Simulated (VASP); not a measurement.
# LiCl (P6_3mc) in VASP: a series of runs, part 2 of 2

VASP 6.6.1. Earlier steps stand in the parts before.

**5. Single point, PBE (volume changed by +3%)**

File INCAR:

```
SYSTEM = LiCl
PREC = Accurate
ENCUT = 520
EDIFF = 1E-7
ISMEAR = 0
SIGMA = 0.01
LREAL = .FALSE.
LASPH = .TRUE.
NELM = 60
ALGO = Normal
ISIF = 2
LWAVE = .FALSE.
LCHARG = .FALSE.
GGA = PE
NBANDS = 18
```

File KPOINTS:

```
Automatic mesh
0
G
  6 6 4
  0 0 0
```

File POSCAR:

```
LiCl
1.0
    3.9656499397      0.0000000000      0.0000000000
   -1.9828249699      3.4343535903      0.0000000000
    0.0000000000      0.0000000000      6.3476489088
Li Cl
2 2
Direct
    0.3333333333      0.6666666667     -0.0029826314
    0.6666666667      0.3333333333      0.4970173686
    0.3333333333      0.6666666667      0.3779826314
    0.6666666667      0.3333333333      0.8779826314
```

Potentials or basis: VASP PAW PBE potentials, release 64 (Li_sv, Cl).

Command:

```bash
> cat potpaw_PBE.64/Li_sv/POTCAR potpaw_PBE.64/Cl/POTCAR > POTCAR
> mpirun -np 1 vasp_std > vasp.out
```

OUTCAR:

```text
SYSTEM = LiCl
   PREC = Accurate
   ENCUT = 520
   EDIFF = 1E-7
   ISMEAR = 0
   LREAL = .FALSE.
   LASPH = .TRUE.
   NELM = 60
   ISIF = 2
   GGA = PE

 ion  position               nearest neighbor table
   1  0.333  0.667  0.997-   4 2.41   4 2.41   4 2.41   3 2.42
   2  0.667  0.333  0.497-   3 2.41   3 2.41   3 2.41   4 2.42
   3  0.333  0.667  0.378-   2 2.41   2 2.41   2 2.41   1 2.42
   4  0.667  0.333  0.878-   1 2.41   1 2.41   1 2.41   2 2.42

  LATTYP: Found a hexagonal cell.
 ALAT       =     3.9656499397
 C/A-ratio  =     1.6006579011

  Lattice vectors:

 A1 = (   3.9656499397,   0.0000000000,   0.0000000000)
 A2 = (  -1.9828249699,   3.4343535903,   0.0000000000)
 A3 = (   0.0000000000,   0.0000000000,   6.3476489088)

Analysis of symmetry for initial positions (statically):
=====================================================================
 Subroutine PRICEL returns:
 Original cell was already a primitive cell.

 Routine SETGRP: Setting up the symmetry group for a
 hexagonal supercell.

 Subroutine GETGRP returns: Found 12 space group operations
 (whereof  6 operations were pure point group operations)
 out of a pool of 24 trial point group operations.

The static configuration has the point symmetry C_3v.
 The point group associated with its full space group is C_6v.

Analysis of symmetry for dynamics (positions and initial velocities):
=====================================================================
 Subroutine PRICEL returns:
 Original cell was already a primitive cell.

 Routine SETGRP: Setting up the symmetry group for a
 hexagonal supercell.

 Subroutine GETGRP returns: Found 12 space group operations
 (whereof  6 operations were pure point group operations)
 out of a pool of 24 trial point group operations.

The dynamic configuration has the point symmetry C_3v.
 The point group associated with its full space group is C_6v.

 Subroutine INISYM returns: Found 12 space group operations
 (whereof  6 operations are pure point group operations),
[... 117 lines left out ...]
  volume/ion in A,a.u.               =      21.61       145.85
  Fermi-wavevector in a.u.,A,eV,Ry     =   1.004988  1.899151 13.741887  1.010000
  Thomas-Fermi vector in A             =   2.137639
   LORBIT       =      0    0 simple, 1 ext, 2 COOP (PROOUT), +10 PAW based schemes
   GGA     = PE    functional components
   LHFCALC =     F    Hartree Fock is set to
   AEXX    =    0.0000 exact exchange contribution
   IVDW    =     0    specifies the selected vdW correction
   LEPSILON=     F    determine dielectric tensor
   LRPA    =     F    only Hartree local field effects (RPA)
 non-spin polarized calculation
 Gauss-broadening in eV      SIGMA  =   0.01
  energy-cutoff  :      520.00
  volume of cell :       86.45
 maximum number of plane-waves:      2364
 NGX is ok and might be reduce to    30
   NGX = 15   NGY = 15   NGZ = 23

 number of electron      20.0000012 magnetization

 Free energy of the ion-electron system (eV)
  ---------------------------------------------------
  ext. energy  EPLUGINS =         0.00000000
  ---------------------------------------------------
  free energy    TOTEN  =       -14.86731577 eV

  energy without entropy =      -14.86731577  energy(sigma->0) =      -14.86731577

 E-fermi :  -1.3504     XC(G=0):  -7.4989

 val. band max:       -1.4117048640   @ k =   0.0000   0.0000   0.0000
 cond. band min:       4.4303662830   @ k =   0.0000   0.0000   0.0000
 fundamental gap:      5.8420711470
 Fermi energy:        -1.3503696486

 k-point     1 :       0.0000    0.0000    0.0000
  band No.  band energies     occupation
      1     -44.4371      2.00000
      2     -44.4358      2.00000
      3     -14.0814      2.00000
      4     -13.8021      2.00000
      5      -3.3436      2.00000
      6      -1.7874      2.00000
[... 418 lines left out ...]
      5      -2.8349      2.00000
      6      -2.8349      2.00000
[... 10 lines left out ...]
     17      10.8717      0.00000
     18      10.8717      0.00000

------------------------ aborting loop because EDIFF is reached ----------------------------------------

  FORCE on cell =-STRESS in cart. coord.  units (eV):
  Direction    XX          YY          ZZ          XY          YZ          ZX
  --------------------------------------------------------------------------------------
  -------------------------------------------------------------------------------------
  Total       -0.4025891     -0.4025891     -0.4042175      0.0000000      0.0000000      0.0000000
  in kB       -7.4610559     -7.4610559     -7.4912358      0.0000000      0.0000000      0.0000000
  external PRESSURE =      -7.4711158 kB  Pullay stress =       0.0000000 kB

 VOLUME and BASIS-vectors are now :
 -----------------------------------------------------------------------------
  energy-cutoff  :      520.00
  volume of cell :       86.45
      direct lattice vectors                 reciprocal lattice vectors
     3.965649940  0.000000000  0.000000000     0.252165475  0.145587805  0.000000000
    -1.982824970  3.434353590  0.000000000     0.000000000  0.291175610  0.000000000
     0.000000000  0.000000000  6.347648909     0.000000000  0.000000000  0.157538644

 POSITION                                       TOTAL-FORCE (eV/Angst)
 -----------------------------------------------------------------------------------
     -0.00000      2.28957      6.32872        -0.000000      0.000000      0.001782
      1.98282      1.14478      3.15489         0.000000     -0.000000      0.001782
     -0.00000      2.28957      2.39930        -0.000000     -0.000000     -0.001782
      1.98282      1.14478      5.57313         0.000000     -0.000000     -0.001782
 -----------------------------------------------------------------------------------
    total drift:                               -0.000001     -0.000001     -0.000005

  FREE ENERGIE OF THE ION-ELECTRON SYSTEM (eV)
  ---------------------------------------------------
  free  energy   TOTEN  =       -14.8673157694 eV

  energy  without entropy=      -14.8673157694  energy(sigma->0) =      -14.86731577
```

OSZICAR:

```text
N       E                     dE             d eps       ncg     rms          rms(c)
DAV:   1     0.132047593492E+03    0.13205E+03   -0.88930E+03   756   0.106E+03
DAV:   2     0.703458906569E+00   -0.13134E+03   -0.12629E+03   942   0.233E+02
DAV:   3    -0.145628477236E+02   -0.15266E+02   -0.15196E+02  1302   0.684E+01
DAV:   4    -0.150722192953E+02   -0.50937E+00   -0.50760E+00  1134   0.139E+01
DAV:   5    -0.150994685986E+02   -0.27249E-01   -0.27243E-01  1156   0.253E+00    0.327E+00
DAV:   6    -0.148341261690E+02    0.26534E+00   -0.47308E-01   930   0.319E+00    0.244E+00
DAV:   7    -0.148404870482E+02   -0.63609E-02   -0.15341E-01   992   0.180E+00    0.148E+00
DAV:   8    -0.148656788186E+02   -0.25192E-01   -0.29121E-02   888   0.110E+00    0.278E-01
DAV:   9    -0.148659024929E+02   -0.22367E-03   -0.12733E-03  1104   0.228E-01    0.952E-02
DAV:  10    -0.148672881132E+02   -0.13856E-02   -0.16367E-03   812   0.228E-01    0.337E-02
DAV:  11    -0.148673027191E+02   -0.14606E-04   -0.27571E-05  1078   0.341E-02    0.657E-03
DAV:  12    -0.148673153880E+02   -0.12669E-04   -0.11275E-05   866   0.200E-02    0.391E-03
DAV:  13    -0.148673158376E+02   -0.44954E-06   -0.71578E-07  1070   0.476E-03    0.110E-03
DAV:  14    -0.148673157694E+02    0.68219E-07   -0.35817E-08   758   0.150E-03
   1 F= -.14867316E+02 E0= -.14867316E+02  d E =-.179832E-20
```

Wall time 14 s (1 thread of Intel Xeon 6975P-C (Granite Rapids), shared host); peak memory 0.19 GiB.

Results:

| Quantity | Value |
| --- | --- |
| Free energy | -14.8673 eV |
| Band gap on the k mesh | 5.84 eV, direct |

Levels at points of the mesh, in eV from the valence-band top:
```csv
k point,band 8,band 9,band 10,band 11,band 12,band 13
"(0.00, 0.00, 0.00)",-0.07,-0.07,0.00,5.84,8.09,9.91
"(0.50, 0.00, 0.00)",-0.86,-0.55,-0.33,7.81,7.94,8.98
"(0.00, 0.00, 0.50)",-0.23,-0.23,-0.23,7.13,7.13,10.11
"(0.50, 0.00, 0.50)",-0.61,-0.55,-0.55,7.35,7.35,9.85
```

Caveat: the cutoff is under 1.25 times the usual one of these potentials, so pressure, stress and relaxed cells hold a basis-set (Pulay) error. A k mesh can miss the band edges.

**6. Single point, PBE (volume changed by +6%)**

File INCAR:

```
PREC = Accurate
ENCUT = 520
EDIFF = 1E-6
ISMEAR = 0
SIGMA = 0.01
LREAL = False
LASPH = True
NELM = 60
ALGO = Normal
ISIF = 2
LWAVE = False
LCHARG = True
GGA = PE
LELF = True
LVHAR = True
NBANDS = 18
```

File KPOINTS:

```
Automatic mesh
0
Gamma
  6 6 4
```

File POSCAR:

```
LiCl
1.0
    4.0037835285      0.0000000000      0.0000000000
   -2.0018917643      3.4673782469      0.0000000000
    0.0000000000      0.0000000000      6.4086877390
Li Cl
2 2
Direct
    0.3333333333      0.6666666667     -0.0029826314
    0.6666666667      0.3333333333      0.4970173686
    0.3333333333      0.6666666667      0.3779826314
    0.6666666667      0.3333333333      0.8779826314
```

Potentials or basis: VASP PAW PBE potentials, release 64 (Li_sv, Cl).

Command:

```bash
> cat potpaw_PBE.64/Li_sv/POTCAR potpaw_PBE.64/Cl/POTCAR > POTCAR
> mpirun -np 1 vasp_std > vasp.out
```

Run time: 14 s. Hardware: 1 thread of Intel Xeon 6975P-C (Granite Rapids), shared host; peak memory 0.19 GiB.

It converged, with:

| Quantity | Value |
| --- | --- |
| Free energy | -14.8523 eV |
| Band gap on the k mesh | 5.75 eV, direct |

Forces on the atoms (eV/Å):
```
Li   0.000  0.000  0.003
Li   0.000  0.000  0.003
Cl   0.000  0.000 -0.003
Cl   0.000  0.000 -0.003
```

Levels at points of the mesh, in eV from the valence-band top:
```
           k point  band 6  band 7  band 8  band 9  band 10  band 11  band 12  band 13  band 14  band 15
(0.00, 0.00, 0.00)   -0.36   -0.36   -0.07   -0.07     0.00     5.75     8.00     9.87     9.87    10.35
(0.50, 0.00, 0.00)   -1.25   -1.04   -0.82   -0.52    -0.31     7.78     7.91     8.88    10.21    10.24
(0.00, 0.00, 0.50)   -1.02   -0.22   -0.22   -0.22    -0.22     7.03     7.03    10.04    10.04    10.07
(0.50, 0.00, 0.50)   -1.66   -0.58   -0.58   -0.52    -0.52     7.33     7.33     9.80     9.80    11.23
```

Caveat: the cutoff is under 1.25 times the usual one of these potentials, so pressure, stress and relaxed cells hold a basis-set (Pulay) error. A k mesh can miss the band edges.

**7. Summary**

```tsv
cell	gap on the mesh (eV)
a = 3.847, b = 3.847, c = 6.157 Å, angles 90.0, 90.0, 120.0°, 4 atoms	6.15
a = 3.887, b = 3.887, c = 6.222 Å, angles 90.0, 90.0, 120.0°, 4 atoms	6.04
a = 3.927, b = 3.927, c = 6.285 Å, angles 90.0, 90.0, 120.0°, 4 atoms	5.94
a = 3.966, b = 3.966, c = 6.348 Å, angles 90.0, 90.0, 120.0°, 4 atoms	5.84
a = 4.004, b = 4.004, c = 6.409 Å, angles 90.0, 90.0, 120.0°, 4 atoms	5.75
```

Alike in all rows: task single point; level PBE; potentials or basis VASP PAW PBE potentials, release 64 (Li_sv, Cl); no spin polarisation; k mesh 6 × 6 × 4; cutoff (eV) 520; smearing gaussian 0.01 eV.

Caveats: the cutoff is under 1.25 times the usual one of these potentials, so pressure, stress and relaxed cells hold a basis-set (Pulay) error.

Total energies depend on the potentials used, so only differences within one code and one set of settings carry meaning.
